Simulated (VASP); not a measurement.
AlRu (rocksalt type): single point with PBE

AlRu (rocksalt type):

```
Ru Al
1.0
     0.00000    2.49284    2.49284
     2.49284    0.00000    2.49284
     2.49284    2.49284    0.00000
Ru Al
1 1
Direct
  0.00000 0.00000 0.00000
  0.50000 0.50000 0.50000
```

```json
{
 "Program": "VASP 6.6.1",
 "Task": "single point",
 "Functional": "PBE",
 "Potentials or basis": "VASP PAW PBE potentials, release 64 (Ru_pv, Al)",
 "Cutoff": "520 eV",
 "k mesh": "14 × 14 × 14",
 "Occupations": "fermi-dirac, width 0.1 eV",
 "Spin": "no spin polarisation",
 "Dipole correction": "no",
 "Further INCAR settings": "ALGO = Normal; EDIFF = 1e-06; NBANDS = 16"
}
```

```
Pressure : 0.0 GPa
```

Levels at points of the mesh, in eV from the Fermi level:
| k point | band 7 | band 8 | band 9 | band 10 | band 11 | band 12 |
| --- | --- | --- | --- | --- | --- | --- |
| (0.00, 0.00, 0.00) | -1.98 | -1.68 | -1.68 | 6.55 | 6.55 | 6.55 |
| (0.50, 0.00, 0.00) | -2.79 | -0.32 | -0.32 | 1.27 | 7.33 | 7.93 |
| (0.50, 0.50, 0.00) | -0.95 | 0.08 | 0.08 | 2.16 | 2.41 | 2.41 |

Run time: 21 s on 1 thread of Intel(R) Xeon(R) 6975P-C (Granite Rapids), on a shared host, peak memory 0.19 GiB.
